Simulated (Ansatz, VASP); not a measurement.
GaP in VASP and in Ansatz

The input INCAR:

```
SYSTEM = GaP
PREC = Accurate
ENCUT = 520
EDIFF = 1E-7
ISMEAR = 0
SIGMA = 0.05
LREAL = .False.
LASPH = .True.
NELM = 100
ALGO = Normal
ISIF = 2
LWAVE = .False.
LCHARG = .True.
GGA = PS
LELF = .True.
LVHAR = .True.
NBANDS = 16
```

Contents of KPOINTS:

```
regular mesh
0
Gamma
  10 10 10
  0 0 0
```

File POSCAR:

```
GaP
1.0
    0.0000000000      2.7252500000      2.7252500000
    2.7252500000      0.0000000000      2.7252500000
    2.7252500000      2.7252500000      0.0000000000
Ga P
1 1
Direct
    0.0000000000      0.0000000000      0.0000000000
    0.7500000000      0.7500000000      0.7500000000
```

Input for Ansatz:

```yaml
crystal:
  lattice:
    - [0.0, 2.72525, 2.72525]
    - [2.72525, 0.0, 2.72525]
    - [2.72525, 2.72525, 0.0]
  atoms:
    - { symbol: Ga, position: [0.0, 0.0, 0.0] }
    - { symbol: P, position: [0.75, 0.75, 0.75] }
basis:
  ecutwfc: 420
kpoints:
  mp_grid: { grid: [10, 10, 10] }
hamiltonian:
  xc: pbesol
scf:
  occupations: { method: gaussian, width: 0.05 }
output:
  forces: true
  stress: true
  eigenvalues: true
```

Alike in both runs: task single point; functional PBEsol; k mesh 10 × 10 × 10; occupations gaussian, width 0.05 eV; no spin polarisation.

```csv
,VASP,Ansatz
version,VASP 6.6.1,Ansatz 0.2.0
potentials or method,"VASP PAW PBE potentials, release 64 (Ga_d, P), cutoff 520 eV","scalar-relativistic, plane waves, PAW"
valence electrons in the cell,18,18
```

```tsv
	VASP	Ansatz	Ansatz less VASP
gap on the k mesh at the Fermi level (eV)	1.48	1.48	-0.001
least direct gap on the mesh (eV)	1.75	1.74	-0.007
pressure (GPa)	-0.6	-0.6	+0.05
```

VASP's potentials were made for PBE, not for PBEsol.
